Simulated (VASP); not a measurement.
# AlGa3N4 (Pm) in VASP: single point with LDA

Aim: the single point of AlGa3N4 with LDA.

Everything below comes from runs of VASP 6.6.1. Logs are shortened: lines on timing, memory, paths and dates and some standing lists are left out, and cuts for length are marked.

### 1 The cell of the first run

The structure is monoclinic, space group Pm (No. 6). Conventional cell: a = 5.097 Å, b = 3.136 Å, c = 5.427 Å, α = 90.00°, β = 90.04°, γ = 90.00°. Al (site symmetry m) has 4 N at 1.88 to 1.89 Å within 2.5 Å. Within 2.5 Å of Ga (site symmetry m) lie 4 N at 1.92 to 1.93 Å. Within 2.5 Å of Ga (site symmetry m) lie 4 N at 1.92 to 1.94 Å. Within 2.6 Å of Ga (site symmetry m) lie 4 N at 1.93 to 1.94 Å. N (site symmetry m) has 1 Al at 1.88 Å and 3 Ga at 1.93 Å within 2.5 Å. N (site symmetry m) has 2 Al at 1.89 Å and 2 Ga at 1.94 Å within 2.5 Å. Within 2.5 Å of N (site symmetry m) lie 4 Ga at 1.92 to 1.93 Å. N (site symmetry m) has 1 Al at 1.88 Å and 3 Ga at 1.93 Å within 2.5 Å.

### 2 Single point, LDA

Contents of INCAR:

```
SYSTEM = AlGa3N4
PREC = Accurate ; ENCUT = 520
EDIFF = 1E-6 ; ISMEAR = 0
SIGMA = 0.02 ; LREAL = .FALSE.
LASPH = .TRUE. ; NELM = 100
ALGO = Normal ; ISIF = 2
LWAVE = .FALSE. ; LCHARG = .FALSE.
NBANDS = 41
```

Contents of KPOINTS:

```
Automatic mesh
0
G
  6 8 6
  0 0 0
```

Contents of POSCAR:

```
AlGa3N4
1.0
    5.0974838470      0.0000000000      0.0001287664
    0.0000000000      3.1359407985      0.0000000000
   -0.0035455337      0.0000000000      5.4274776796
Al Ga N
1 3 4
Direct
    0.0006118723      0.5000000000      0.6673714143
    0.4990236128      0.5000000000      0.3348525174
    0.4989968847      0.0000000000      0.8316042380
    0.9996697826      0.0000000000      0.1661969677
    0.1198316507      0.5000000000      0.3397769326
    0.1179218688      0.0000000000      0.8267016757
    0.6205701432      0.0000000000      0.1662389122
    0.6309741949      0.5000000000      0.6672583421
```

Potentials or basis: VASP PAW LDA potentials, release 64 (Al, Ga_d, N).

Command:

```console
cat potpaw_LDA.64/Al/POTCAR potpaw_LDA.64/Ga_d/POTCAR potpaw_LDA.64/N/POTCAR > POTCAR
mpirun -np 1 vasp_std > vasp.out
```

OUTCAR:

```text
SYSTEM = AlGa3N4
   PREC = Accurate
   ENCUT = 520
   EDIFF = 1E-6
   ISMEAR = 0
   LREAL = .FALSE.
   LASPH = .TRUE.
   NELM = 100
   ISIF = 2

 ion  position               nearest neighbor table
   1  0.001  0.500  0.667-   5 1.88   8 1.88   6 1.89   6 1.89   3 3.12   3 3.12   2 3.12   4 3.13
                             4 3.13   2 3.13   3 3.13   3 3.13   4 3.14   4 3.14
   2  0.499  0.500  0.335-   7 1.92   7 1.92   8 1.93   5 1.93   1 3.12   1 3.13
   3  0.499  0.000  0.832-   7 1.92   8 1.93   8 1.93   6 1.94   1 3.12   1 3.12   1 3.13   1 3.13

   4  1.000  0.000  0.166-   5 1.93   5 1.93   7 1.93   6 1.94   1 3.13   1 3.13   1 3.14   1 3.14

   5  0.120  0.500  0.340-   1 1.88   4 1.93   4 1.93   2 1.93
   6  0.118  0.000  0.827-   1 1.89   1 1.89   4 1.94   3 1.94
   7  0.621  0.000  0.166-   2 1.92   2 1.92   3 1.92   4 1.93
   8  0.631  0.500  0.667-   1 1.88   2 1.93   3 1.93   3 1.93

  LATTYP: Found a simple monoclinic cell.
 ALAT       =     5.0974838486
 B/A-ratio  =     0.6151938665
 C/A-ratio  =     1.0647368386
 COS(beta)  =    -0.0006279953

  Lattice vectors:

 A1 = (   5.0974838470,   0.0000000000,   0.0001287664)
 A2 = (   0.0000000000,   3.1359407985,   0.0000000000)
 A3 = (  -0.0035455337,   0.0000000000,   5.4274776796)

Analysis of symmetry for initial positions (statically):
=====================================================================
 Subroutine PRICEL returns:
 Original cell was already a primitive cell.

 Routine SETGRP: Setting up the symmetry group for a
 simple monoclinic supercell.

 Subroutine GETGRP returns: Found  2 space group operations
 (whereof  2 operations were pure point group operations)
 out of a pool of  4 trial point group operations.

The static configuration has the point symmetry C_1h.

Analysis of symmetry for dynamics (positions and initial velocities):
=====================================================================
 Subroutine PRICEL returns:
 Original cell was already a primitive cell.

 Routine SETGRP: Setting up the symmetry group for a
 simple monoclinic supercell.

 Subroutine GETGRP returns: Found  2 space group operations
 (whereof  2 operations were pure point group operations)
 out of a pool of  4 trial point group operations.

The dynamic configuration has the point symmetry C_1h.

 Subroutine INISYM returns: Found  2 space group operations
 (whereof  2 operations are pure point group operations),
 and found     1 'primitive' translations

----------------------------------------------------------------------------------------

                                     Primitive cell

  volume of cell :      86.7604

  direct lattice vectors                    reciprocal lattice vectors
     5.097483847  0.000000000  0.000128766     0.196175214  0.000000000  0.000128153
     0.000000000  3.135940799  0.000000000     0.000000000  0.318883571  0.000000000
    -0.003545534  0.000000000  5.427477680    -0.000004654  0.000000000  0.184247646

  length of vectors
     5.097483849  3.135940799  5.427478838     0.196175256  0.318883571  0.184247646

  position of ions in fractional coordinates (direct lattice)
     0.000611872  0.500000000  0.667371414
     0.499023613  0.500000000  0.334852517
     0.498996885  0.000000000  0.831604238
     0.999669783  0.000000000  0.166196968
     0.119831651  0.500000000  0.339776933
     0.117921869  0.000000000  0.826701676
     0.620570143  0.000000000  0.166238912
     0.630974195  0.500000000  0.667258342

  ion indices of the primitive-cell ions
   primitive index   ion index
                 1           1
                 2           2
                 3           3
                 4           4
                 5           5
                 6           6
                 7           7
                 8           8

----------------------------------------------------------------------------------------

 KPOINTS: Automatic mesh

Automatic generation of k-mesh.
 Grid dimensions read from file:
 generate k-points for:    6    8    6

 Generating k-lattice:

  Cartesian coordinates                     Fractional coordinates (reciprocal lattice)
     0.032695869  0.000000000  0.000021359     0.166666667  0.000000000  0.000000000
     0.000000000  0.039860446  0.000000000     0.000000000  0.125000000  0.000000000
    -0.000000776  0.000000000  0.030707941     0.000000000  0.000000000  0.166666667

  Length of vectors
     0.032695876  0.039860446  0.030707941

  Shift w.r.t. Gamma in fractional coordinates (k-lattice)
     0.000000000  0.000000000  0.000000000

 Subroutine IBZKPT returns following result:
 ===========================================

 Found    100 irreducible k-points:

 Following reciprocal coordinates:
            Coordinates               Weight
  0.000000  0.000000  0.000000      1.000000
  0.166667  0.000000 -0.000000      2.000000
  0.333333  0.000000 -0.000000      2.000000
  0.500000  0.000000 -0.000000      1.000000
  0.000000  0.125000  0.000000      2.000000
  0.166667  0.125000 -0.000000      4.000000
[... 16 lines left out ...]
  0.333333  0.000000  0.166667      2.000000
  0.500000  0.000000  0.166667      2.000000
 [... further k-points ...]
   k-points           NKPTS =    100   k-points in BZ     NKDIM =    100   number of bands    NBANDS=     41
   number of dos      NEDOS =    301   number of ions     NIONS =      8
   total plane-waves  NPLWV =  38400
   dimension x,y,z NGX =    40 NGY =   24 NGZ =   40
   dimension x,y,z NGXF=    80 NGYF=   48 NGZF=   80
   ions per type =               1   3   4
   NGX,Y,Z   is equivalent  to a cutoff of  13.05, 12.72, 12.25 a.u.
   NGXF,Y,Z  is equivalent  to a cutoff of  26.09, 25.45, 24.50 a.u.
 SYSTEM =  AlGa3N4
   PREC   = accura    normal or accurate (medium, high low for compatibility)
   ISTART =      0    job   : 0-new  1-cont  2-samecut
   ICHARG =      2    charge: 1-file 2-atom 10-const
   ISPIN  =      1    spin polarized calculation?
   LNONCOLLINEAR =      F non collinear calculations
   LSORBIT =      F    spin-orbit coupling
   LASPH  =      T    aspherical Exc in radial PAW
   ENCUT  =  520.0 eV  38.22 Ry    6.18 a.u.   9.48  5.83 10.09*2*pi/ulx,y,z
   NELM   =    100;   NELMIN=  2; NELMDL= -5     # of ELM steps
   EDIFF  = 0.1E-05   stopping-criterion for ELM
   LREAL  =      F    real-space projection
   EDIFFG = 0.1E-04   stopping-criterion for IOM
   NSW    =      0    number of steps for IOM
   IBRION =     -1    ionic relax: 0-MD 1-quasi-New 2-CG
   NFREE  =      0    steps in history (QN), initial steepest desc. (CG)
   ISIF   =      2    stress and relaxation
   ISYM   =      2    0-nonsym 1-usesym 2-fastsym
   POTIM  = 0.5000    time-step for ionic-motion
   TEBEG  =    0.0;   TEEND  =   0.0 temperature during run
   PSTRESS=    0.0 pullay stress
   NELECT =      62.0000    total number of electrons
   NUPDOWN=      -1.0000    fix difference up-down
   EMIN   =  10.00;   EMAX   =-10.00  energy-range for DOS
   EFERMI =   0.00;   METHOD = LEGACY
   ISMEAR =     0;   SIGMA  =   0.02  broadening in eV -4-tet -1-fermi 0-gaus
   EFERMI_NEDOS =   21; number of points for ismear=-14 and -15
   IALGO  =     38    algorithm
   IMIX   =      4    mixing-type and parameters
     AMIX     =   0.40;   BMIX     =  1.00
     AMIX_MAG =   1.60;   BMIX_MAG =  1.00
  volume/ion in A,a.u.               =      10.85        73.19
  Fermi-wavevector in a.u.,A,eV,Ry     =   1.463631  2.765861 29.146597  2.142214
  Thomas-Fermi vector in A             =   2.579703
   LORBIT       =      0    0 simple, 1 ext, 2 COOP (PROOUT), +10 PAW based schemes
   GGA     = CA    functional components
   LHFCALC =     F    Hartree Fock is set to
   AEXX    =    0.0000 exact exchange contribution
   IVDW    =     0    specifies the selected vdW correction
   LEPSILON=     F    determine dielectric tensor
   LRPA    =     F    only Hartree local field effects (RPA)
 non-spin polarized calculation
 Gauss-broadening in eV      SIGMA  =   0.02
  energy-cutoff  :      520.00
  volume of cell :       86.76
 maximum number of plane-waves:      2368
 NGX is ok and might be reduce to    40
   NGX = 19   NGY = 11   NGZ = 21

 number of electron      61.9999984 magnetization

 Free energy of the ion-electron system (eV)
  ---------------------------------------------------
  ext. energy  EPLUGINS =         0.00000000
  ---------------------------------------------------
  free energy    TOTEN  =       -58.25402163 eV

  energy without entropy =      -58.25402163  energy(sigma->0) =      -58.25402163

 E-fermi :   5.6809     XC(G=0): -12.0725

 val. band max:        5.6001254292   @ k =   0.0000   0.0000   0.0000
 cond. band min:       8.2345247240   @ k =   0.0000   0.0000   0.0000
 fundamental gap:      2.6343992949
 Fermi energy:         5.6808989855

 k-point     1 :       0.0000    0.0000    0.0000
  band No.  band energies     occupation
      1     -10.3225      2.00000
      2      -9.3601      2.00000
      3      -9.1510      2.00000
      4      -8.8878      2.00000
      5      -7.8017      2.00000
      6      -7.8003      2.00000
[... 33 lines left out ...]
     40      15.8789      0.00000
     41      16.1648      0.00000

 k-point     2 :       0.1667    0.0000   -0.0000
  band No.  band energies     occupation
      1     -10.2326      2.00000
      2      -9.3620      2.00000
      3      -9.1582      2.00000
      4      -8.8866      2.00000
      5      -7.8002      2.00000
      6      -7.7981      2.00000
[... 33 lines left out ...]
     40      15.8630      0.00000
     41      16.0743      0.00000

 k-point     3 :       0.3333    0.0000   -0.0000
  band No.  band energies     occupation
      1      -9.9937      2.00000
      2      -9.4213      2.00000
      3      -9.1739      2.00000
      4      -8.8792      2.00000
      5      -7.7984      2.00000
      6      -7.7967      2.00000
[... 875 lines left out ...]
      2      -9.3965      2.00000
      3      -9.1905      2.00000
      4      -8.8970      2.00000
      5      -7.7946      2.00000
      6      -7.7843      2.00000
[... 33 lines left out ...]
     40      15.8635      0.00000
     41      15.9744      0.00000

 k-point    24 :       0.5000    0.0000    0.1667
  band No.  band energies     occupation
      1      -9.7230      2.00000
      2      -9.5112      2.00000
      3      -9.1918      2.00000
      4      -8.8910      2.00000
      5      -7.7935      2.00000
      6      -7.7808      2.00000
[... 33 lines left out ...]
     40      15.7097      0.00000
     41      16.1351      0.00000

 [... further k-points ...]

------------------------ aborting loop because EDIFF is reached ----------------------------------------

  FORCE on cell =-STRESS in cart. coord.  units (eV):
  Direction    XX          YY          ZZ          XY          YZ          ZX
  --------------------------------------------------------------------------------------
  -------------------------------------------------------------------------------------
  Total        0.5284873      0.5381974      0.5388674      0.0000000      0.0000000      0.0006977
  in kB        9.7594062      9.9387188      9.9510907      0.0000000      0.0000000      0.0128842
  external PRESSURE =       9.8830719 kB  Pullay stress =       0.0000000 kB

 VOLUME and BASIS-vectors are now :
 -----------------------------------------------------------------------------
  energy-cutoff  :      520.00
  volume of cell :       86.76
      direct lattice vectors                 reciprocal lattice vectors
     5.097483847  0.000000000  0.000128766     0.196175214  0.000000000  0.000128153
     0.000000000  3.135940799  0.000000000     0.000000000  0.318883571  0.000000000
    -0.003545534  0.000000000  5.427477680    -0.000004654  0.000000000  0.184247646

 POSITION                                       TOTAL-FORCE (eV/Angst)
 -----------------------------------------------------------------------------------
      0.00075      1.56797      3.62214        -0.001865      0.000000     -0.000078
      2.54258      1.56797      1.81747        -0.000725      0.000000      0.003067
      2.54068      0.00000      4.51358        -0.001785      0.000000     -0.001997
      5.09521      0.00000      0.90216        -0.001744      0.000000     -0.001654
      0.60964      1.56797      1.84415        -0.007432      0.000000      0.025925
      0.59817      0.00000      4.48692        -0.015843      0.000000     -0.025557
      3.16276      0.00000      0.90234         0.001026      0.000000     -0.001111
      3.21401      1.56797      3.62161         0.028367      0.000000      0.001404
 -----------------------------------------------------------------------------------
    total drift:                                0.000241      0.000000     -0.000476

  FREE ENERGIE OF THE ION-ELECTRON SYSTEM (eV)
  ---------------------------------------------------
  free  energy   TOTEN  =       -58.2540216349 eV

  energy  without entropy=      -58.2540216349  energy(sigma->0) =      -58.25402163
```

It took 4.8 min on 1 thread of Oxide Virtual Turin-like, shared host; peak memory 0.33 GiB.

Results:

```yaml
Free_energy: -58.2540 eV
Pressure: 1.0 GPa
Largest_force: 0.030 eV/Å
Band_gap_on_the_k_mesh: 2.63 eV, direct
```

Forces on the atoms (eV/Å):
```
Al  -0.002  0.000  0.000
Ga  -0.001  0.000  0.003
Ga  -0.002  0.000 -0.002
Ga  -0.002  0.000 -0.002
N   -0.007  0.000  0.026
N   -0.016  0.000 -0.026
N    0.001  0.000 -0.001
N    0.028  0.000  0.001
```
